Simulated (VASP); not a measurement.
# CoSi2 (Fm-3m) in VASP: single point with LDA

Aim: the single point of CoSi2 with LDA.

Everything below comes from runs of VASP 6.6.1. Logs are shortened: lines on timing, memory, paths and dates and some standing lists are left out, and cuts for length are marked.

### Step 1. The cell of the first run

It takes space group Fm-3m (No. 225, cubic). The conventional cell has a = 5.356 Å, b = 5.356 Å, c = 5.356 Å, α = 90.00°, β = 90.00°, γ = 90.00°. Co (site symmetry m-3m) has 8 Si at 2.32 Å within 3.1 Å. Within 3.1 Å of Si (site symmetry -43m) lie 4 Co at 2.32 Å and 6 Si at 2.68 Å.

### Step 2. Single point, LDA, collinear spin, ferromagnetic start

The input, INCAR:

```
SYSTEM = CoSi2
  ALGO = Normal
  EDIFF = 1E-7
  ENCUT = 520
  ISIF = 2
  ISMEAR = 0
  ISPIN = 2
  LASPH = .TRUE.
  LCHARG = .TRUE.
  LELF = .TRUE.
  LMAXMIX = 4
  LORBIT = 11
  LREAL = .FALSE.
  LVHAR = .TRUE.
  LWAVE = .FALSE.
  MAGMOM = 1.5 0 0
  NBANDS = 20
  NELM = 150
  PREC = Accurate
  SIGMA = 0.05
```

The input, KPOINTS:

```
k-points
0
G
  12 12 12
  0 0 0
```

The input, POSCAR:

```
CoSi2
1.0
    0.0000000000      2.6780000000      2.6780000000
    2.6780000000      0.0000000000      2.6780000000
    2.6780000000      2.6780000000      0.0000000000
Co Si
1 2
Direct
    0.0000000000      0.0000000000      0.0000000000
    0.2500000000      0.2500000000      0.2500000000
    0.7500000000      0.7500000000      0.7500000000
```

Potentials or basis: VASP PAW LDA potentials, release 64 (Co, Si).

The run is started by

```
$ cat potpaw_LDA.64/Co/POTCAR potpaw_LDA.64/Si/POTCAR > POTCAR
$ mpirun -np 1 vasp_std > vasp.out
```

OUTCAR:

```text
SYSTEM = CoSi2
   EDIFF = 1E-7
   ENCUT = 520
   ISIF = 2
   ISMEAR = 0
   ISPIN = 2
   LASPH = .TRUE.
   LORBIT = 11
   LREAL = .FALSE.
   NELM = 150
   PREC = Accurate

 ion  position               nearest neighbor table
   1  0.000  0.000  0.000-   3 2.32   2 2.32   3 2.32   2 2.32   3 2.32   3 2.32   2 2.32   2 2.32

   2  0.250  0.250  0.250-   1 2.32   1 2.32   1 2.32   1 2.32   3 2.68   3 2.68   3 2.68   3 2.68
                             3 2.68   3 2.68
   3  0.750  0.750  0.750-   1 2.32   1 2.32   1 2.32   1 2.32   2 2.68   2 2.68   2 2.68   2 2.68
                             2 2.68   2 2.68

  LATTYP: Found a face centered cubic cell.
 ALAT       =     5.3560000000

  Lattice vectors:

 A1 = (   0.0000000000,   2.6780000000,   2.6780000000)
 A2 = (   2.6780000000,   0.0000000000,   2.6780000000)
 A3 = (   2.6780000000,   2.6780000000,   0.0000000000)

Analysis of symmetry for initial positions (statically):
=====================================================================
 Subroutine PRICEL returns:
 Original cell was already a primitive cell.

 Routine SETGRP: Setting up the symmetry group for a
 face centered cubic supercell.

 Subroutine GETGRP returns: Found 48 space group operations
 (whereof 48 operations were pure point group operations)
 out of a pool of 48 trial point group operations.

The static configuration has the point symmetry O_h .

Analysis of symmetry for dynamics (positions and initial velocities):
=====================================================================
 Subroutine PRICEL returns:
 Original cell was already a primitive cell.

 Routine SETGRP: Setting up the symmetry group for a
 face centered cubic supercell.

 Subroutine GETGRP returns: Found 48 space group operations
 (whereof 48 operations were pure point group operations)
 out of a pool of 48 trial point group operations.

The dynamic configuration has the point symmetry O_h .

Analysis of structural, dynamic, and magnetic symmetry:
=====================================================================
 Subroutine PRICEL returns:
 Original cell was already a primitive cell.

 Routine SETGRP: Setting up the symmetry group for a
 face centered cubic supercell.

 Subroutine GETGRP returns: Found 48 space group operations
 (whereof 48 operations were pure point group operations)
 out of a pool of 48 trial point group operations.

The overall configuration has the point symmetry O_h .

 Subroutine INISYM returns: Found 48 space group operations
 (whereof 48 operations are pure point group operations),
 and found     1 'primitive' translations

----------------------------------------------------------------------------------------

                                     Primitive cell

  volume of cell :      38.4115

  direct lattice vectors                    reciprocal lattice vectors
     0.000000000  2.678000000  2.678000000    -0.186706497  0.186706497  0.186706497
     2.678000000  0.000000000  2.678000000     0.186706497 -0.186706497  0.186706497
     2.678000000  2.678000000  0.000000000     0.186706497  0.186706497 -0.186706497

  length of vectors
     3.787263920  3.787263920  3.787263920     0.323385140  0.323385140  0.323385140

  position of ions in fractional coordinates (direct lattice)
     0.000000000  0.000000000  0.000000000
     0.250000000  0.250000000  0.250000000
     0.750000000  0.750000000  0.750000000

  ion indices of the primitive-cell ions
   primitive index   ion index
                 1           1
                 2           2
                 3           3

----------------------------------------------------------------------------------------

 KPOINTS: k-points

Automatic generation of k-mesh.
 Grid dimensions read from file:
 generate k-points for:   12   12   12

 Generating k-lattice:

  Cartesian coordinates                     Fractional coordinates (reciprocal lattice)
    -0.015558875  0.015558875  0.015558875     0.083333333  0.000000000  0.000000000
     0.015558875 -0.015558875  0.015558875     0.000000000  0.083333333  0.000000000
     0.015558875  0.015558875 -0.015558875     0.000000000  0.000000000  0.083333333

  Length of vectors
     0.026948762  0.026948762  0.026948762

  Shift w.r.t. Gamma in fractional coordinates (k-lattice)
     0.000000000  0.000000000  0.000000000

 Subroutine IBZKPT returns following result:
 ===========================================

 Found     72 irreducible k-points:

 Following reciprocal coordinates:
            Coordinates               Weight
  0.000000  0.000000  0.000000      1.000000
  0.083333  0.000000  0.000000      8.000000
  0.166667  0.000000  0.000000      8.000000
  0.250000  0.000000  0.000000      8.000000
  0.333333  0.000000  0.000000      8.000000
  0.416667  0.000000  0.000000      8.000000
[... 16 lines left out ...]
  0.500000  0.166667  0.000000     24.000000
 -0.416667  0.166667  0.000000     24.000000
 [... further k-points ...]
   k-points           NKPTS =     72   k-points in BZ     NKDIM =     72   number of bands    NBANDS=     20
   number of dos      NEDOS =    301   number of ions     NIONS =      3
   total plane-waves  NPLWV =  21952
   dimension x,y,z NGX =    28 NGY =   28 NGZ =   28
   dimension x,y,z NGXF=    56 NGYF=   56 NGZF=   56
   ions per type =               1   2
   NGX,Y,Z   is equivalent  to a cutoff of  12.29, 12.29, 12.29 a.u.
   NGXF,Y,Z  is equivalent  to a cutoff of  24.58, 24.58, 24.58 a.u.
 SYSTEM =  CoSi2
   PREC   = accura    normal or accurate (medium, high low for compatibility)
   ISTART =      0    job   : 0-new  1-cont  2-samecut
   ICHARG =      2    charge: 1-file 2-atom 10-const
   ISPIN  =      2    spin polarized calculation?
   LNONCOLLINEAR =      F non collinear calculations
   LSORBIT =      F    spin-orbit coupling
   LASPH  =      T    aspherical Exc in radial PAW
   ENCUT  =  520.0 eV  38.22 Ry    6.18 a.u.   7.04  7.04  7.04*2*pi/ulx,y,z
   NELM   =    150;   NELMIN=  2; NELMDL= -5     # of ELM steps
   EDIFF  = 0.1E-06   stopping-criterion for ELM
   LREAL  =      F    real-space projection
   EDIFFG = 0.1E-05   stopping-criterion for IOM
   NSW    =      0    number of steps for IOM
   IBRION =     -1    ionic relax: 0-MD 1-quasi-New 2-CG
   NFREE  =      0    steps in history (QN), initial steepest desc. (CG)
   ISIF   =      2    stress and relaxation
   ISYM   =      2    0-nonsym 1-usesym 2-fastsym
   POTIM  = 0.5000    time-step for ionic-motion
   TEBEG  =    0.0;   TEEND  =   0.0 temperature during run
   PSTRESS=    0.0 pullay stress
   NELECT =      17.0000    total number of electrons
   NUPDOWN=      -1.0000    fix difference up-down
   EMIN   =  10.00;   EMAX   =-10.00  energy-range for DOS
   EFERMI =   0.00;   METHOD = LEGACY
   ISMEAR =     0;   SIGMA  =   0.05  broadening in eV -4-tet -1-fermi 0-gaus
   EFERMI_NEDOS =   21; number of points for ismear=-14 and -15
   IALGO  =     38    algorithm
   IMIX   =      4    mixing-type and parameters
     AMIX     =   0.40;   BMIX     =  1.00
     AMIX_MAG =   1.60;   BMIX_MAG =  1.00
  volume/ion in A,a.u.               =      12.80        86.40
  Fermi-wavevector in a.u.,A,eV,Ry     =   1.247586  2.357596 21.177078  1.556471
  Thomas-Fermi vector in A             =   2.381712
   LORBIT       =     11    0 simple, 1 ext, 2 COOP (PROOUT), +10 PAW based schemes
   GGA     = CA    functional components
   LHFCALC =     F    Hartree Fock is set to
   AEXX    =    0.0000 exact exchange contribution
   IVDW    =     0    specifies the selected vdW correction
   LEPSILON=     F    determine dielectric tensor
   LRPA    =     F    only Hartree local field effects (RPA)
 spin polarized calculation
 Gauss-broadening in eV      SIGMA  =   0.05
  energy-cutoff  :      520.00
  volume of cell :       38.41
 maximum number of plane-waves:      1056
   NGX = 15   NGY = 15   NGZ = 15

 number of electron      16.9999995 magnetization       0.0004702

 number of electron      16.9999995 magnetization      -0.0001281

 Free energy of the ion-electron system (eV)
  ---------------------------------------------------
  ext. energy  EPLUGINS =         0.00000000
  ---------------------------------------------------
  free energy    TOTEN  =       -21.88532948 eV

  energy without entropy =      -21.88399388  energy(sigma->0) =      -21.88466168

 E-fermi :   9.9797     XC(G=0): -11.9092

 val. band max:        9.9610536614   @ k =   0.4167   0.2500   0.0833
 cond. band min:      10.0061832412   @ k =   0.4167   0.0833   0.0000
 fundamental gap:      0.0451295799
 Fermi energy:         9.9796862024

 spin component 1

 k-point     1 :       0.0000    0.0000    0.0000
  band No.  band energies     occupation
      1      -3.0788      1.00000
      2       5.9003      1.00000
      3       5.9003      1.00000
      4       5.9003      1.00000
      5       8.0825      1.00000
      6       8.0825      1.00000
[... 12 lines left out ...]
     19      20.3862      0.00000
     20      24.7354      0.00000
[... 507 lines left out ...]
 k-point    24 :      -0.4167    0.1667    0.0000
  band No.  band energies     occupation
      1       0.3968      1.00000
      2       1.2354      1.00000
      3       5.5494      1.00000
      4       6.5573      1.00000
      5       7.0697      1.00000
      6       7.8988      1.00000
[... 12 lines left out ...]
     19      24.5995      0.00000
     20      25.0334      0.00000

 [... further k-points ...]

 spin component 2

 k-point     1 :       0.0000    0.0000    0.0000
  band No.  band energies     occupation
      1      -3.0787      1.00000
      2       5.9003      1.00000
      3       5.9003      1.00000
      4       5.9003      1.00000
      5       8.0825      1.00000
      6       8.0825      1.00000
[... 12 lines left out ...]
     19      20.3862      0.00000
     20      24.7354      0.00000
[... 507 lines left out ...]
 k-point    24 :      -0.4167    0.1667    0.0000
  band No.  band energies     occupation
      1       0.3968      1.00000
      2       1.2354      1.00000
      3       5.5494      1.00000
      4       6.5573      1.00000
      5       7.0697      1.00000
      6       7.8988      1.00000
[... 12 lines left out ...]
     19      24.5995      0.00000
     20      25.0334      0.00000

 [... further k-points ...]
[... 5 lines left out ...]
  --------------------------------------------------------------------------------------
  -------------------------------------------------------------------------------------
  Total       -1.9967464     -1.9967464     -1.9967464     -0.0000000     -0.0000000      0.0000000
  in kB      -83.2859550    -83.2859550    -83.2859550     -0.0000000     -0.0000000      0.0000000
  external PRESSURE =     -83.2859550 kB  Pullay stress =       0.0000000 kB

 VOLUME and BASIS-vectors are now :
 -----------------------------------------------------------------------------
  energy-cutoff  :      520.00
  volume of cell :       38.41
      direct lattice vectors                 reciprocal lattice vectors
     0.000000000  2.678000000  2.678000000    -0.186706497  0.186706497  0.186706497
     2.678000000  0.000000000  2.678000000     0.186706497 -0.186706497  0.186706497
     2.678000000  2.678000000  0.000000000     0.186706497  0.186706497 -0.186706497

 POSITION                                       TOTAL-FORCE (eV/Angst)
 -----------------------------------------------------------------------------------
      0.00000      0.00000      0.00000        -0.000000     -0.000000     -0.000000
      1.33900      1.33900      1.33900         0.000000      0.000000      0.000000
      4.01700      4.01700      4.01700        -0.000000     -0.000000     -0.000000
 -----------------------------------------------------------------------------------
    total drift:                               -0.000000     -0.000000      0.000000

  FREE ENERGIE OF THE ION-ELECTRON SYSTEM (eV)
  ---------------------------------------------------
  free  energy   TOTEN  =       -21.8853294764 eV

  energy  without entropy=      -21.8839938751  energy(sigma->0) =      -21.88466168

 total charge

# of ion       s       p       d       tot
------------------------------------------
    1        0.544   0.717   7.619   8.880
    2        0.724   0.878   0.000   1.602
    3        0.724   0.878   0.000   1.602
--------------------------------------------------
tot          1.992   2.474   7.619  12.085

 magnetization (x)

# of ion       s       p       d       tot
------------------------------------------
    1        0.000   0.000  -0.000   0.000
    2       -0.000   0.000   0.000  -0.000
    3       -0.000   0.000   0.000  -0.000
--------------------------------------------------
tot         -0.000   0.000  -0.000  -0.000
```

Run time: 4 min. Hardware: 1 thread of Intel Xeon 8259CL, shared host; peak memory 0.21 GiB.

What came out:

| Property | Result |
| --- | --- |
| Free energy | -21.8853 eV |
| Pressure | -8.3 GPa |
| Net moment | 0.00 μB per cell |
| Valence electrons inside the program's atomic spheres | Co 8.88; Si 1.60 |

Levels at points of the mesh, in eV from the Fermi level:
Spin up:
| k point | band 7 | band 8 | band 9 | band 10 | band 11 | band 12 |
| --- | --- | --- | --- | --- | --- | --- |
| (0.00, 0.00, 0.00) | 0.68 | 3.42 | 3.42 | 3.42 | 3.48 | 3.48 |
| (0.50, 0.00, 0.00) | -1.64 | -0.43 | -0.43 | 2.64 | 3.44 | 3.44 |
| (0.50, 0.50, 0.00) | -1.99 | -1.90 | -1.33 | 1.55 | 2.93 | 8.63 |
Spin down:
```
           k point  band 6  band 7  band 8  band 9  band 10  band 11  band 12  band 13
(0.00, 0.00, 0.00)   -1.90    0.68    3.42    3.42     3.42     3.48     3.48     3.48
(0.50, 0.00, 0.00)   -1.64   -1.64   -0.43   -0.43     2.64     3.44     3.44     4.30
(0.50, 0.50, 0.00)   -1.99   -1.99   -1.90   -1.33     1.55     2.93     8.63     9.50
```

Caveat: the cell stands under tension; the moments typed at the start vanished in this run.
